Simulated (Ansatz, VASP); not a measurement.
**FeO in VASP and in Ansatz**

```
CELL_PARAMETERS angstrom
0.00000 2.15540 2.15540
2.15540 0.00000 2.15540
2.15540 2.15540 0.00000
ATOMIC_POSITIONS crystal
Fe 0.00000 0.00000 0.00000
O 0.50000 0.50000 0.50000
```

Alike in both runs: task single point; functional PBEsol; k mesh 8 × 8 × 8; occupations gaussian, width 0.05 eV; collinear spin; Hubbard terms Fe d U = 5.0 eV.

```csv
,VASP,Ansatz
version,VASP 6.6.1,Ansatz 0.2.0
potentials or method,"VASP PAW PBE potentials, release 64 (Fe, O), cutoff 520 eV","scalar-relativistic, plane waves, PAW"
valence electrons in the cell,14,22
```

VASP gave:

* pressure (GPa): -8.8
* net moment per atom (μB): 2.00
* size of the moment on the site where the two differ most (μB): 3.86

What did Ansatz give for the same quantities?

Pressure (GPa): 5.3; net moment per atom (μB): 2.00; size of the moment on the site where the two differ most (μB): 3.49.

VASP's potentials were made for PBE, not for PBEsol. Site moments also hang on the region over which each program counts them. The programs project onto different local orbitals, so the same U acts differently, and such runs can settle in different states. VASP's potentials hold 14 valence electrons a cell and Ansatz's 22, so a difference there can come from the potentials and not from the codes. Ansatz's warnings: symmetry narrowed by occupation matrices.
